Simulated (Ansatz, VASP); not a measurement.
## Two plane-wave programs on InP

```
In P
1.0
     0.00000    2.85500    2.88355
     2.85500    0.00000    2.88355
     2.85500    2.85500    0.00000
In P
1 1
Direct
  0.00000 0.00000 0.00000
  0.50000 0.50000 0.50000
```

Change from the starting cell: zz strain of +1 %, PAW files.

Alike in both runs: task electric field gradients; functional PBE; k mesh 11 × 11 × 11; occupations fermi-dirac, width 0.03 eV; no spin polarisation.

```csv
,VASP,Ansatz
version,VASP 6.6.1,Ansatz 0.2.0
potentials or method,"VASP PAW PBE potentials, release 64 (In_d, P)","PAW with Ansatz's default frozen-core files, scalar-relativistic"
plane-wave cutoff (eV),520,420
valence electrons in the cell,18,18
```

Ansatz gave:

| Quantity | Value |
| --- | --- |
| pressure (GPa) | -5.8 |
| traceless stress, the component that is largest in VASP (GPa) | -0.50 |
| size of Vzz on the site where it differs most (V/Å²) | 1.0 |

Task: Which values does VASP return?

Result: Pressure (GPa): -5.8; traceless stress, the component that is largest in VASP (GPa): -0.50; size of Vzz on the site where it differs most (V/Å²): 0.9.

The functional is the same, so the differences come from potentials, cutoffs and numerics.
